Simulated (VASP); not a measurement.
Here is a VASP 6.6.1 calculation.

INCAR

```
SYSTEM = C
PREC     = Accurate       ! precision mode
ENCUT    = 600            ! plane-wave cutoff, eV
EDIFF    = 1E-6           ! SCF threshold, eV
ISMEAR   = -1             ! smearing method
SIGMA    = 0.01           ! smearing width, eV
LREAL    = Auto         
LASPH    = .TRUE.         ! aspherical terms in the spheres
NELM     = 120            ! most SCF steps
ALGO     = Normal         ! electronic algorithm
ISIF     = 2              ! what is computed and relaxed
LWAVE    = .FALSE.        ! write WAVECAR
LCHARG   = .FALSE.        ! write CHGCAR
GGA      = PE             ! functional
NBANDS   = 86             ! bands
GGA_COMPAT= .FALSE.
```

The input KPOINTS:

```
Automatic mesh
0
Gamma
  1 1 1
  0.25 0.25 0.25
```

Contents of POSCAR:

```
C
1.0
   -3.5715719948      3.5715719948      3.5715719948
    3.5715719948     -3.5715719948      3.5715719948
    3.5715719948      3.5715719948     -3.5715719948
C
32
Direct
    0.0000000000      0.0000000000      0.0000000000
    0.0000000000      0.2500000000      0.7500000000
    0.0000000000      0.5000000000      0.5000000000
    0.0000000000      0.7500000000      0.2500000000
    0.2500000000      0.0000000000      0.7500000000
    0.2500000000      0.2500000000      0.5000000000
    0.2500000000      0.5000000000      0.2500000000
    0.2500000000      0.7500000000      0.0000000000
    0.5000000000      0.0000000000      0.5000000000
    0.5000000000      0.2500000000      0.2500000000
    0.5000000000      0.5000000000      0.0000000000
    0.5000000000      0.7500000000      0.7500000000
    0.7500000000      0.0000000000      0.2500000000
    0.7500000000      0.2500000000      0.0000000000
    0.7500000000      0.5000000000      0.7500000000
    0.7500000000      0.7500000000      0.5000000000
    0.0000000000      0.0000000000      0.7500000000
    0.0000000000      0.2500000000      0.5000000000
    0.0000000000      0.5000000000      0.2500000000
    0.0000000000      0.7500000000      0.0000000000
    0.2500000000      0.0000000000      0.5000000000
    0.2500000000      0.2500000000      0.2500000000
    0.2500000000      0.5000000000      0.0000000000
    0.2500000000      0.7500000000      0.7500000000
    0.5000000000      0.0000000000      0.2500000000
    0.5000000000      0.2500000000      0.0000000000
    0.5000000000      0.5000000000      0.7500000000
    0.5000000000      0.7500000000      0.5000000000
    0.7500000000      0.0000000000      0.0000000000
    0.7500000000      0.2500000000      0.7500000000
    0.7500000000      0.5000000000      0.5000000000
    0.7500000000      0.7500000000      0.2500000000
```

Potentials or basis: VASP PAW PBE potentials, release 64 (C).

Command:

```sh
$ cat potpaw_PBE.64/C/POTCAR > POTCAR
$ mpirun -np 1 vasp_std > vasp.out
```

Predict the band gap on the k mesh.

7.80 eV.

Predict the pressure.

-0.2 GPa.

Caveat: the k points lie up to 1.24 Å⁻¹ apart. A k mesh can miss the band edges.
